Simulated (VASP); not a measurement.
Input of a VASP 6.6.1 run:

File INCAR:

```
PREC = Accurate ; ENCUT = 520
EDIFF = 1E-7 ; ISMEAR = -1
SIGMA = 0.03 ; LREAL = F
LASPH = T ; NELM = 80
ALGO = Normal ; ISIF = 2
LWAVE = F ; LCHARG = T
LELF = T ; LVHAR = T
NBANDS = 11
```

File KPOINTS:

```
regular mesh
0
Gamma
  15 15 15
```

File POSCAR:

```
BAs
1.0
    0.0000000000      2.4353452264      2.4353452264
    2.4353452264      0.0000000000      2.4353452264
    2.4353452264      2.4353452264      0.0000000000
B As
1 1
Direct
    0.0000000000      0.0000000000      0.0000000000
    0.7500000000      0.7500000000      0.7500000000
```

Potentials or basis: VASP PAW LDA potentials, release 64 (B, As).

Launch:

```sh
$ cat potpaw_LDA.64/B/POTCAR potpaw_LDA.64/As/POTCAR > POTCAR
$ mpirun -np 1 vasp_std > vasp.out
```

Problem. Predict the pressure.

Solution. -10.0 GPa.

Problem. Estimate the band gap on the k mesh.

Solution. 1.17 eV (least direct gap 3.18 eV).

Caveat: the cell stands under tension; an odd mesh through Γ misses points on the zone boundary, where band edges can lie.
